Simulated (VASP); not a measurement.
# Pt (Im-3m) in VASP: further runs

Runs on Pt. Level: LDA. Tasks: relaxation of cell and atoms.

Program: VASP 6.6.1. These are calculated values, not measurements. Logs are shortened: lines on timing, memory, paths and dates and some standing lists are left out, and cuts for length are marked.

## Step 1: The cell of the first run

Symmetry: Im-3m, No. 229, cubic system. Conventional cell: a = 3.168 Å, b = 3.168 Å, c = 3.168 Å, α = 90.00°, β = 90.00°, γ = 90.00°. Within 3.6 Å of Pt (site symmetry m-3m) lie 14 Pt at 2.74 to 3.17 Å.

## Step 2: Relaxation of cell and atoms, LDA, target pressure 30 GPa, at which the enthalpy is minimised

INCAR reads:

```
SYSTEM = Pt
ALGO     = Normal         ! electronic algorithm
EDIFF    = 1E-6           ! SCF threshold, eV
EDIFFG   = -0.01          ! ionic threshold
ENCUT    = 600            ! plane-wave cutoff, eV
IBRION   = 2              ! ionic algorithm
ISIF     = 3              ! what is computed and relaxed
ISMEAR   = 0              ! smearing method
LASPH    = .TRUE.         ! aspherical terms in the spheres
LCHARG   = .FALSE.        ! write CHGCAR
LREAL    = .FALSE.        ! projectors in reciprocal space
LWAVE    = .FALSE.        ! write WAVECAR
NELM     = 80             ! most SCF steps
NSW      = 100            ! ionic steps
PREC     = Accurate       ! precision mode
PSTRESS  = 300.0        
SIGMA    = 0.05           ! smearing width, eV
```

KPOINTS reads:

```
k-points
0
G
  13 13 13
  0 0 0
```

POSCAR reads:

```
Pt
1.0
   -1.5842200000      1.5842200000      1.5842200000
    1.5842200000     -1.5842200000      1.5842200000
    1.5842200000      1.5842200000     -1.5842200000
Pt
1
Direct
    0.0000000000      0.0000000000      0.0000000000
```

Potentials or basis: VASP PAW LDA potentials, release 64 (Pt).

The run is started by

```console
cat potpaw_LDA.64/Pt/POTCAR > POTCAR
mpirun -np 1 vasp_std > vasp.out
```

OUTCAR:

```text
SYSTEM = Pt
   EDIFF = 1E-6
   EDIFFG = -0.01
   ENCUT = 600
   IBRION = 2
   ISIF = 3
   ISMEAR = 0
   LASPH = .TRUE.
   LREAL = .FALSE.
   NELM = 80
   NSW = 100
   PREC = Accurate
   PSTRESS = 300.0

 ion  position               nearest neighbor table
   1  0.000  0.000  0.000-

  LATTYP: Found a body centered cubic cell.
 ALAT       =     3.1684400000

  Lattice vectors:

 A1 = (  -1.5842200000,   1.5842200000,   1.5842200000)
 A2 = (   1.5842200000,  -1.5842200000,   1.5842200000)
 A3 = (   1.5842200000,   1.5842200000,  -1.5842200000)

Analysis of symmetry for initial positions (statically):
=====================================================================
 Subroutine PRICEL returns:
 Original cell was already a primitive cell.

 Routine SETGRP: Setting up the symmetry group for a
 body centered cubic supercell.

 Subroutine GETGRP returns: Found 48 space group operations
 (whereof 48 operations were pure point group operations)
 out of a pool of 48 trial point group operations.

The static configuration has the point symmetry O_h .

Analysis of symmetry for dynamics (positions and initial velocities):
=====================================================================
 Subroutine PRICEL returns:
 Original cell was already a primitive cell.

 Routine SETGRP: Setting up the symmetry group for a
 body centered cubic supercell.

 Subroutine GETGRP returns: Found 48 space group operations
 (whereof 48 operations were pure point group operations)
 out of a pool of 48 trial point group operations.

The dynamic configuration has the point symmetry O_h .

 Subroutine INISYM returns: Found 48 space group operations
 (whereof 48 operations are pure point group operations),
 and found     1 'primitive' translations

----------------------------------------------------------------------------------------

                                     Primitive cell

  volume of cell :      15.9040

  direct lattice vectors                    reciprocal lattice vectors
    -1.584220000  1.584220000  1.584220000     0.000000000  0.315612731  0.315612731
     1.584220000 -1.584220000  1.584220000     0.315612731  0.000000000  0.315612731
     1.584220000  1.584220000 -1.584220000     0.315612731  0.315612731  0.000000000

  length of vectors
     2.743949530  2.743949530  2.743949530     0.446343804  0.446343804  0.446343804

  position of ions in fractional coordinates (direct lattice)
     0.000000000  0.000000000  0.000000000

  ion indices of the primitive-cell ions
   primitive index   ion index
                 1           1

----------------------------------------------------------------------------------------

 KPOINTS: k-points

Automatic generation of k-mesh.
 Grid dimensions read from file:
 generate k-points for:   13   13   13

 Generating k-lattice:

  Cartesian coordinates                     Fractional coordinates (reciprocal lattice)
     0.000000000  0.024277902  0.024277902     0.076923077  0.000000000  0.000000000
     0.024277902  0.000000000  0.024277902     0.000000000  0.076923077  0.000000000
     0.024277902  0.024277902  0.000000000     0.000000000  0.000000000  0.076923077

  Length of vectors
     0.034334139  0.034334139  0.034334139

  Shift w.r.t. Gamma in fractional coordinates (k-lattice)
     0.000000000  0.000000000  0.000000000

 Subroutine IBZKPT returns following result:
 ===========================================

 Found     84 irreducible k-points:

 Following reciprocal coordinates:
            Coordinates               Weight
  0.000000  0.000000  0.000000      1.000000
  0.076923  0.000000  0.000000     12.000000
  0.153846  0.000000  0.000000     12.000000
  0.230769  0.000000  0.000000     12.000000
  0.307692  0.000000  0.000000     12.000000
  0.384615  0.000000  0.000000     12.000000
[... 16 lines left out ...]
  0.153846  0.076923  0.076923     24.000000
  0.230769  0.076923  0.076923     24.000000
 [... further k-points ...]
   k-points           NKPTS =     84   k-points in BZ     NKDIM =     84   number of bands    NBANDS=      9
   number of dos      NEDOS =    301   number of ions     NIONS =      1
   total plane-waves  NPLWV =  13824
   dimension x,y,z NGX =    24 NGY =   24 NGZ =   24
   dimension x,y,z NGXF=    48 NGYF=   48 NGZF=   48
   ions per type =               1
   NGX,Y,Z   is equivalent  to a cutoff of  14.54, 14.54, 14.54 a.u.
   NGXF,Y,Z  is equivalent  to a cutoff of  29.08, 29.08, 29.08 a.u.
 SYSTEM =  Pt
   PREC   = accura    normal or accurate (medium, high low for compatibility)
   ISTART =      0    job   : 0-new  1-cont  2-samecut
   ICHARG =      2    charge: 1-file 2-atom 10-const
   ISPIN  =      1    spin polarized calculation?
   LNONCOLLINEAR =      F non collinear calculations
   LSORBIT =      F    spin-orbit coupling
   LASPH  =      T    aspherical Exc in radial PAW
   ENCUT  =  600.0 eV  44.10 Ry    6.64 a.u.   5.48  5.48  5.48*2*pi/ulx,y,z
   NELM   =     80;   NELMIN=  2; NELMDL= -5     # of ELM steps
   EDIFF  = 0.1E-05   stopping-criterion for ELM
   LREAL  =      F    real-space projection
   EDIFFG = -.1E-01   stopping-criterion for IOM
   NSW    =    100    number of steps for IOM
   IBRION =      2    ionic relax: 0-MD 1-quasi-New 2-CG
   NFREE  =      1    steps in history (QN), initial steepest desc. (CG)
   ISIF   =      3    stress and relaxation
   ISYM   =      2    0-nonsym 1-usesym 2-fastsym
   POTIM  = 0.5000    time-step for ionic-motion
   TEBEG  =    0.0;   TEEND  =   0.0 temperature during run
   PSTRESS=  300.0 pullay stress
   NELECT =      10.0000    total number of electrons
   NUPDOWN=      -1.0000    fix difference up-down
   EMIN   =  10.00;   EMAX   =-10.00  energy-range for DOS
   EFERMI =   0.00;   METHOD = LEGACY
   ISMEAR =     0;   SIGMA  =   0.05  broadening in eV -4-tet -1-fermi 0-gaus
   EFERMI_NEDOS =   21; number of points for ismear=-14 and -15
   IALGO  =     38    algorithm
   IMIX   =      4    mixing-type and parameters
     AMIX     =   0.40;   BMIX     =  1.00
     AMIX_MAG =   1.60;   BMIX_MAG =  1.00
  volume/ion in A,a.u.               =      15.90       107.33
  Fermi-wavevector in a.u.,A,eV,Ry     =   1.402510  2.650360 26.763132  1.967035
  Thomas-Fermi vector in A             =   2.525265
   LORBIT       =      0    0 simple, 1 ext, 2 COOP (PROOUT), +10 PAW based schemes
   GGA     = CA    functional components
   LHFCALC =     F    Hartree Fock is set to
   AEXX    =    0.0000 exact exchange contribution
   IVDW    =     0    specifies the selected vdW correction
   LEPSILON=     F    determine dielectric tensor
   LRPA    =     F    only Hartree local field effects (RPA)
 conjugate gradient relaxation of ions
 non-spin polarized calculation
 Gauss-broadening in eV      SIGMA  =   0.05
  energy-cutoff  :      600.00
  volume of cell :       15.90
 maximum number of plane-waves:       555
 NGX is ok and might be reduce to    24
   NGX = 11   NGY = 11   NGZ = 11

--------------------------------------- Ionic step        1  -------------------------------------------

 number of electron      10.0000000 magnetization

 number of electron       9.9999999 magnetization

 Free energy of the ion-electron system (eV)
  ---------------------------------------------------
  ext. energy  EPLUGINS =         0.00000000
  ---------------------------------------------------
  free energy    TOTEN  =        -7.33316618 eV

  energy without entropy =       -7.33197498  energy(sigma->0) =       -7.33257058

 E-fermi :   9.9782     XC(G=0): -13.3774

 val. band max:        9.9702549709   @ k =  -0.3846  -0.4615   0.2308
 cond. band min:      10.0168888556   @ k =  -0.3846   0.3846   0.1538
 fundamental gap:      0.0466338847
 Fermi energy:         9.9781794719

 k-point     1 :       0.0000    0.0000    0.0000
  band No.  band energies     occupation
      1       0.4797      2.00000
      2       6.4519      2.00000
      3       6.4519      2.00000
      4       6.4519      2.00000
      5       8.9735      2.00000
      6       8.9735      2.00000
      7      27.0071      0.00000
      8      27.0071      0.00000
      9      27.0071      0.00000
[... 265 lines left out ...]
 k-point    24 :       0.2308    0.0769    0.0769
  band No.  band energies     occupation
      1       3.5794      2.00000
      2       5.4082      2.00000
      3       6.1930      2.00000
      4       8.7294      2.00000
      5       9.1255      2.00000
      6      10.1452      0.00000
      7      21.8737      0.00000
      8      24.7638      0.00000
      9      26.1667      0.00000

 [... further k-points ...]

------------------------ aborting loop because EDIFF is reached ----------------------------------------

  FORCE on cell =-STRESS in cart. coord.  units (eV):
  Direction    XX          YY          ZZ          XY          YZ          ZX
  --------------------------------------------------------------------------------------
  -------------------------------------------------------------------------------------
  Total       -1.5278855     -1.5278855     -1.5278855     -0.0000000     -0.0000000      0.0000000
  in kB     -153.9199539   -153.9199539   -153.9199539     -0.0000000     -0.0000000      0.0000000
  external PRESSURE =    -453.9199539 kB  Pullay stress =     300.0000000 kB
[... 94 lines left out ...]
  energy  without entropy=       -7.3513038489  energy(sigma->0) =       -7.35166544

  enthalpy is  TOTEN    =        -4.6748191090 eV   P V=        2.6772079200

[... ionic steps 4 to 12 ...]

--------------------------------------- Ionic step       13  -------------------------------------------

 number of electron      10.0000001 magnetization

------------------------ aborting loop because EDIFF is reached ----------------------------------------
[... 69 lines left out ...]
--------------------------------------- Ionic step       15  -------------------------------------------

 number of electron      10.0000001 magnetization

 Free energy of the ion-electron system (eV)
  ---------------------------------------------------
  ext. energy  EPLUGINS =         0.00000000
  ---------------------------------------------------
  free energy    TOTEN  =        -7.28113271 eV

  energy without entropy =       -7.28046303  energy(sigma->0) =       -7.28079787

 E-fermi :  12.7570     XC(G=0): -14.2073

 val. band max:       12.7076925298   @ k =  -0.3846  -0.4615   0.1538
 cond. band min:      12.7579949421   @ k =  -0.3846  -0.4615   0.2308
 fundamental gap:      0.0503024123
 Fermi energy:        12.7569845525

 k-point     1 :       0.0000    0.0000    0.0000
  band No.  band energies     occupation
      1       1.6941      2.00000
      2       8.3700      2.00000
      3       8.3700      2.00000
      4       8.3700      2.00000
      5      11.4672      2.00000
      6      11.4672      2.00000
      7      29.6276      0.00000
      8      29.6276      0.00000
      9      29.6276      0.00000
[... 265 lines left out ...]
 k-point    24 :       0.2308    0.0769    0.0769
  band No.  band energies     occupation
      1       5.0914      2.00000
      2       7.0488      2.00000
      3       8.0387      2.00000
      4      11.1785      2.00000
      5      11.6841      2.00000
      6      12.9470      0.00000
      7      26.0213      0.00000
      8      28.0224      0.00000
      9      30.5288      0.00000

 [... further k-points ...]

------------------------ aborting loop because EDIFF is reached ----------------------------------------

  FORCE on cell =-STRESS in cart. coord.  units (eV):
  Direction    XX          YY          ZZ          XY          YZ          ZX
  --------------------------------------------------------------------------------------
  -------------------------------------------------------------------------------------
  Total        2.5801456      2.5801456      2.5801456      0.0000000      0.0000000     -0.0000000
  in kB      299.8083453    299.8083453    299.8083453      0.0000000      0.0000000     -0.0000000
  external PRESSURE =      -0.1916547 kB  Pullay stress =     300.0000000 kB
[... 20 lines left out ...]
  energy  without entropy=       -7.2804630303  energy(sigma->0) =       -7.28079787

  enthalpy is  TOTEN    =        -4.6993377084 eV   P V=        2.5817950043

 reached required accuracy - stopping structural energy minimisation
```

Wall time 2.3 min (1 thread of AMD EPYC 7R43 (Zen 3), shared host); peak memory 0.13 GiB.

Results:

```
Free energy                                            : -7.2811 eV
Relaxed volume                                         : 13.79 Å³/atom
Relaxed cell                                           : a = 2.616 Å, b = 2.616 Å, c = 2.616 Å, α = 109.47°, β = 109.47°, γ = 109.47°
Space group after relaxing (to 0.05 Å)                 : Im-3m (No. 229)
Energy change on relaxing (the enthalpy is what falls) : +52.0 meV/atom
Ionic steps                                            : 15
Pressure after relaxing                                : 30.0 GPa
Band gap on the k mesh                                 : zero (band 5 reaches 13.90 eV, above the bottom of band 6 at 11.26 eV)
```

Step by step:
```csv
step,energy change (eV),largest force (eV/Å),pressure (GPa),volume (Å³)
1,0.0000,0.0000,-15.39,15.90
2,12.7553,0.0000,1058.34,7.62
3,-0.0189,0.0000,15.11,14.30
4,0.0051,0.0000,20.97,14.08
5,0.0542,0.0000,30.37,13.78
6,0.0467,0.0000,29.07,13.82
7,0.0471,0.0000,29.13,13.81
8,0.0485,0.0000,29.36,13.81
9,0.0485,0.0000,29.37,13.81
10,0.0485,0.0000,29.37,13.81
11,0.0486,0.0000,29.38,13.81
12,0.0489,0.0000,29.40,13.81
13,0.0493,0.0000,29.52,13.80
14,0.0502,0.0000,29.68,13.80
15,0.0520,0.0000,29.98,13.79
```

Final structure:
```
CELL_PARAMETERS angstrom
-1.51060 1.51060 1.51060
1.51060 -1.51060 1.51060
1.51060 1.51060 -1.51060
ATOMIC_POSITIONS crystal
Pt 0.00000 0.00000 0.00000
```

Caveat: the cell is relaxed towards a set pressure, so the enthalpy falls and the energy may rise; spin-orbit coupling is left out, which moves the levels of the heavy elements.

## Step 3: Relaxation of cell and atoms, LDA, target pressure 40 GPa, at which the enthalpy is minimised

INCAR reads:

```
ALGO = Normal
EDIFF = 1E-6
EDIFFG = -0.01
ENCUT = 600
GGA = CA
IBRION = 2
ISIF = 3
ISMEAR = 0
LASPH = True
LCHARG = False
LREAL = False
LWAVE = False
NELM = 60
NSW = 100
PREC = Accurate
PSTRESS = 400.0
SIGMA = 0.05
```

KPOINTS reads:

```
k-points
0
Gamma
  13 13 13
```

POSCAR is that of step 2.

Potentials or basis: VASP PAW LDA potentials, release 64 (Pt).

The run is started by

```console
cat potpaw_LDA.64/Pt/POTCAR > POTCAR
mpirun -np 1 vasp_std > vasp.out
```

It took 2.1 min on 1 thread of AMD EPYC 7R43 (Zen 3), shared host; peak memory 0.14 GiB.

It converged, with:

```
Free energy                                            : -7.2185 eV
Relaxed volume                                         : 13.50 Å³/atom
Relaxed cell                                           : a = 2.598 Å, b = 2.598 Å, c = 2.598 Å, α = 109.47°, β = 109.47°, γ = 109.47°
Space group after relaxing (to 0.05 Å)                 : Im-3m (No. 229)
Energy change on relaxing (the enthalpy is what falls) : +114.6 meV/atom
Ionic steps                                            : 19
Pressure after relaxing                                : 39.9 GPa
Band gap on the k mesh                                 : zero (band 5 reaches 14.36 eV, above the bottom of band 6 at 11.65 eV)
```

Step by step:
| step | energy change (eV) | largest force (eV/Å) | pressure (GPa) | volume (Å³) |
| --- | --- | --- | --- | --- |
| 1 | 0.0000 | 0.0000 | -15.39 | 15.90 |
| 2 | 24.9321 | 0.0000 | 2012.94 | 6.31 |
| 3 | -0.0213 | 0.0000 | 14.42 | 14.32 |
| 4 | 0.0121 | 0.0000 | 22.48 | 14.03 |
| 5 | 0.1247 | 0.0000 | 41.37 | 13.46 |
| 6 | 0.1131 | 0.0000 | 39.68 | 13.51 |
| 7 | 0.1131 | 0.0000 | 39.67 | 13.51 |
| 8 | 0.1133 | 0.0000 | 39.68 | 13.51 |
| 9 | 0.1133 | 0.0000 | 39.70 | 13.51 |
| 10 | 0.1133 | 0.0000 | 39.70 | 13.51 |
| 11 | 0.1133 | 0.0000 | 39.70 | 13.51 |
| 12 | 0.1133 | 0.0000 | 39.70 | 13.51 |
| 13 | 0.1133 | 0.0000 | 39.70 | 13.51 |
| 14 | 0.1133 | 0.0000 | 39.70 | 13.51 |
| 15 | 0.1134 | 0.0000 | 39.71 | 13.51 |
| 16 | 0.1134 | 0.0000 | 39.71 | 13.51 |
| 17 | 0.1136 | 0.0000 | 39.72 | 13.50 |
| 18 | 0.1139 | 0.0000 | 39.75 | 13.50 |
| 19 | 0.1146 | 0.0000 | 39.90 | 13.50 |

Final structure:
```yaml
crystal:
  lattice:
    - [-1.50002, 1.50002, 1.50002]
    - [1.50002, -1.50002, 1.50002]
    - [1.50002, 1.50002, -1.50002]
  atoms:
    - { symbol: Pt, position: [0.00000, 0.00000, 0.00000] }
```

Levels at points of the mesh, in eV from the Fermi level:
| k point | band 1 | band 2 | band 3 | band 4 | band 5 | band 6 | band 7 | band 8 | band 9 |
| --- | --- | --- | --- | --- | --- | --- | --- | --- | --- |
| (0.00, 0.00, 0.00) | -11.31 | -4.53 | -4.53 | -4.53 | -1.34 | -1.34 | 16.83 | 16.83 | 16.83 |

Caveat: the cell is relaxed towards a set pressure, so the enthalpy falls and the energy may rise; the volume moved by over 15 % at a fixed basis, so the end points are rough; spin-orbit coupling is left out, which moves the levels of the heavy elements.
